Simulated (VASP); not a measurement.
# Mg3Sb2 (P-3m1) in VASP: further runs, part 2 of 2

VASP 6.6.1. The steps go on from the part before.

### Step 3. Single point, r2SCAN

The input, POSCAR:

```
Mg3Sb2
1.0
    4.5696659257      0.0000000000      0.0000000000
   -2.2848329629      3.9574467785      0.0000000000
    0.0000000000      0.0000000000      7.2399975013
Mg Sb
3 2
Direct
    0.3333333333      0.6666666667      0.6336571751
    0.6666666667      0.3333333333      0.3663428249
    0.0000000000      0.0000000000      0.0000000000
    0.3333333333      0.6666666667      0.2287531121
    0.6666666667      0.3333333333      0.7712468879
```

The input, INCAR.step1:

```
PREC = Accurate ; ENCUT = 660
ISMEAR = 0 ; SIGMA = 0.01
LREAL = False ; LASPH = True
NELM = 120 ; NBANDS = 16
GGA = PE ; ALGO = Normal
EDIFF = 1E-5 ; LWAVE = True
LCHARG = False ; GGA_COMPAT = False
```

The input, INCAR.step2:

```
PREC = Accurate ; ENCUT = 660
EDIFF = 1E-6 ; ISMEAR = 0
SIGMA = 0.01 ; LREAL = False
LASPH = True ; NELM = 120
ALGO = Normal ; ISIF = 2
LWAVE = False ; LCHARG = True
METAGGA = R2SCAN ; LMIXTAU = True
LELF = True ; LVHAR = True
NBANDS = 16 ; ISTART = 1
GGA_COMPAT = False
```

The input, KPOINTS:

```
Automatic mesh
0
Gamma
  6 6 4
```

Potentials or basis: VASP PAW PBE potentials, release 64 (Mg, Sb).

The run is started by

```bash
cat potpaw_PBE.64/Mg/POTCAR potpaw_PBE.64/Sb/POTCAR > POTCAR
cp INCAR.step1 INCAR
mpirun -np 1 vasp_std > vasp.out
cp INCAR.step2 INCAR
mpirun -np 1 vasp_std > vasp.out
```

OUTCAR:

```text
PREC = Accurate
   ENCUT = 660
   EDIFF = 1E-6
   ISMEAR = 0
   LREAL = False
   LASPH = True
   NELM = 120
   ISIF = 2
   METAGGA = R2SCAN
   ISTART = 1

 ion  position               nearest neighbor table
   1  0.333  0.667  0.634-   5 2.82   5 2.82   5 2.82   4 2.93   2 3.27   2 3.27   2 3.27
   2  0.667  0.333  0.366-   4 2.82   4 2.82   4 2.82   5 2.93   1 3.27   1 3.27   1 3.27
   3  0.000  0.000  0.000-   4 3.12   5 3.12   5 3.12   4 3.12   5 3.12   4 3.12
   4  0.333  0.667  0.229-   2 2.82   2 2.82   2 2.82   1 2.93   3 3.12   3 3.12   3 3.12
   5  0.667  0.333  0.771-   1 2.82   1 2.82   1 2.82   2 2.93   3 3.12   3 3.12   3 3.12

  LATTYP: Found a hexagonal cell.
 ALAT       =     4.5696659257
 C/A-ratio  =     1.5843603491

  Lattice vectors:

 A1 = (   4.5696659257,   0.0000000000,   0.0000000000)
 A2 = (  -2.2848329629,   3.9574467785,   0.0000000000)
 A3 = (   0.0000000000,   0.0000000000,   7.2399975013)

Analysis of symmetry for initial positions (statically):
=====================================================================
 Subroutine PRICEL returns:
 Original cell was already a primitive cell.

 Routine SETGRP: Setting up the symmetry group for a
 hexagonal supercell.

 Subroutine GETGRP returns: Found 12 space group operations
 (whereof 12 operations were pure point group operations)
 out of a pool of 24 trial point group operations.

The static configuration has the point symmetry D_3d.

Analysis of symmetry for dynamics (positions and initial velocities):
=====================================================================
 Subroutine PRICEL returns:
 Original cell was already a primitive cell.

 Routine SETGRP: Setting up the symmetry group for a
 hexagonal supercell.

 Subroutine GETGRP returns: Found 12 space group operations
 (whereof 12 operations were pure point group operations)
 out of a pool of 24 trial point group operations.

The dynamic configuration has the point symmetry D_3d.

 Subroutine INISYM returns: Found 12 space group operations
 (whereof 12 operations are pure point group operations),
[... 125 lines left out ...]
   LORBIT       =      0    0 simple, 1 ext, 2 COOP (PROOUT), +10 PAW based schemes
   METAGGA = R2SCAN    functional components
   LHFCALC =     F    Hartree Fock is set to
   AEXX    =    0.0000 exact exchange contribution
   IVDW    =     0    specifies the selected vdW correction
   LEPSILON=     F    determine dielectric tensor
   LRPA    =     F    only Hartree local field effects (RPA)
 non-spin polarized calculation
 Gauss-broadening in eV      SIGMA  =   0.01
  energy-cutoff  :      660.00
  volume of cell :      130.93
 maximum number of plane-waves:      5095
 NGX is ok and might be reduce to    40
   NGX = 19   NGY = 19   NGZ = 31

 number of electron      16.0000000 magnetization

 Free energy of the ion-electron system (eV)
  ---------------------------------------------------
  ext. energy  EPLUGINS =         0.00000000
  ---------------------------------------------------
  free energy    TOTEN  =       -66.25316485 eV

  energy without entropy =      -66.25316485  energy(sigma->0) =      -66.25316485

 E-fermi :   4.4453     XC(G=0):  -9.1774

 val. band max:        4.3592504422   @ k =   0.0000   0.0000   0.0000
 cond. band min:       4.9223356834   @ k =   0.3333   0.3333   0.0000
 fundamental gap:      0.5630852412
 Fermi energy:         4.4453001839

 k-point     1 :       0.0000    0.0000    0.0000
  band No.  band energies     occupation
      1      -6.3349      2.00000
      2      -5.0253      2.00000
      3      -0.6825      2.00000
      4       3.1988      2.00000
      5       3.1988      2.00000
      6       3.9375      2.00000
[... 433 lines left out ...]
      3      -0.0411      2.00000
      4      -0.0411      2.00000
      5       0.3103      2.00000
      6       0.8961      2.00000
[... 8 lines left out ...]
     15      10.0324      0.00000
     16      10.3512      0.00000

------------------------ aborting loop because EDIFF is reached ----------------------------------------

  FORCE on cell =-STRESS in cart. coord.  units (eV):
  Direction    XX          YY          ZZ          XY          YZ          ZX
  --------------------------------------------------------------------------------------
  -------------------------------------------------------------------------------------
  Total       -0.0163262     -0.0163262      0.0149377      0.0000000     -0.0000000     -0.0000000
  in kB       -0.1997832     -0.1997832      0.1827916      0.0000000     -0.0000000     -0.0000000
  external PRESSURE =      -0.0722583 kB  Pullay stress =       0.0000000 kB

 VOLUME and BASIS-vectors are now :
 -----------------------------------------------------------------------------
  energy-cutoff  :      660.00
  volume of cell :      130.93
      direct lattice vectors                 reciprocal lattice vectors
     4.569665926  0.000000000  0.000000000     0.218834378  0.126344087  0.000000000
    -2.284832963  3.957446779  0.000000000     0.000000000  0.252688174  0.000000000
     0.000000000  0.000000000  7.239997501     0.000000000  0.000000000  0.138121595

 POSITION                                       TOTAL-FORCE (eV/Angst)
 -----------------------------------------------------------------------------------
     -0.00000      2.63830      4.58768         0.000000     -0.000000     -0.002847
      2.28483      1.31915      2.65232         0.000000      0.000000      0.002847
      0.00000      0.00000      0.00000        -0.000000      0.000000      0.000000
     -0.00000      2.63830      1.65617         0.000000     -0.000000     -0.016418
      2.28483      1.31915      5.58383        -0.000000      0.000000      0.016418
 -----------------------------------------------------------------------------------
    total drift:                               -0.000000      0.000000      0.000000

  FREE ENERGIE OF THE ION-ELECTRON SYSTEM (eV)
  ---------------------------------------------------
  free  energy   TOTEN  =       -66.2531648452 eV

  energy  without entropy=      -66.2531648452  energy(sigma->0) =      -66.25316485
```

OUTCAR.step1:

```text
PREC = Accurate
   ENCUT = 660
   ISMEAR = 0
   LREAL = False
   LASPH = True
[... 686 lines left out ...]
      2.28483      1.31915      2.65232         0.000000     -0.000000      0.031504
      0.00000      0.00000      0.00000         0.000000      0.000000      0.000000
     -0.00000      2.63830      1.65617        -0.000000      0.000000     -0.176924
      2.28483      1.31915      5.58383        -0.000000      0.000000      0.176924
 -----------------------------------------------------------------------------------
    total drift:                               -0.000000      0.000000      0.000000

  FREE ENERGIE OF THE ION-ELECTRON SYSTEM (eV)
  ---------------------------------------------------
  free  energy   TOTEN  =       -14.6240249988 eV

  energy  without entropy=      -14.6240249988  energy(sigma->0) =      -14.62402500
```

Wall time 2.7 min (1 thread of Intel Xeon 6975P-C (Granite Rapids), shared host); peak memory 0.38 GiB.

Results:

- Free energy: -66.2532 eV
- Pressure: 0.0 GPa
- Largest force: 0.016 eV/Å
- Band gap on the k mesh: 0.56 eV, indirect (least direct gap 1.75 eV)

Forces on the atoms (eV/Å):
```
Mg   0.000  0.000 -0.003
Mg   0.000  0.000  0.003
Mg   0.000  0.000  0.000
Sb   0.000  0.000 -0.016
Sb   0.000  0.000  0.016
```

Caveat: the PAW data sets were made with another functional, which shifts forces and pressure a little; spin-orbit coupling is left out, which moves the levels of the heavy elements.
